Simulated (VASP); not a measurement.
TiC: single point with PBE

TiC:

```
Ti C
1.0
     0.00000    2.20728    2.16400
     2.12072    0.00000    2.16400
     2.12072    2.20728    0.00000
Ti C
1 1
Direct
  0.00000 0.00000 0.00000
  0.50000 0.50000 0.50000
```

This cell differs from its parent crystal: strain -0.0200 x Voigt [1, -1, 0, 0, 0, 0].

| Quantity | Value |
| --- | --- |
| Program | VASP 6.6.1 |
| Task | single point |
| Functional | PBE |
| Potentials or basis | VASP PAW PBE potentials, release 64 (Ti_sv, C) |
| Cutoff | 520 eV |
| k mesh | 18 × 18 × 18 |
| Occupations | gaussian, width 0.15 eV |
| Spin | no spin polarisation |
| Dipole correction | no |
| Further INCAR settings | ALGO = Normal; EDIFF = 1e-07; NBANDS = 15 |

```yaml
Pressure: 1.8 GPa
Band_gap_on_the_k_mesh: zero (bands 8 and 9 overlap by 1.45 eV)
```

Stress tensor (GPa, compression positive):
```
10.06  0.00  0.00
 0.00 -5.97  0.00
 0.00  0.00  1.19
```

Levels at points of the mesh, in eV from the Fermi level:
| k point | band 5 | band 6 | band 7 | band 8 | band 9 | band 10 | band 11 | band 12 |
| --- | --- | --- | --- | --- | --- | --- | --- | --- |
| (0.00, 0.00, 0.00) | -12.42 | 0.54 | 0.69 | 0.84 | 1.57 | 1.60 | 1.67 | 1.75 |
| (0.50, 0.00, 0.00) | -8.92 | -5.86 | -2.95 | -2.89 | 2.85 | 3.00 | 4.12 | 7.92 |
| (0.50, 0.50, 0.00) | -10.14 | -3.44 | -1.62 | -0.05 | -0.02 | 2.69 | 3.39 | 3.64 |
| (0.50, 0.00, 0.50) | -10.18 | -3.65 | -1.60 | 0.10 | 0.12 | 2.70 | 3.45 | 3.56 |
| (0.00, 0.50, 0.50) | -10.10 | -3.22 | -1.66 | -0.19 | -0.19 | 2.72 | 3.46 | 3.60 |

Wall time 2.4 min on 1 thread of AMD EPYC 9R45 96-Core Processor (Zen 5) (shared host), peak memory 0.34 GiB.

Caveat: the cell differs from its parent crystal (strain -0.0200 x Voigt [1, -1, 0, 0, 0, 0]).
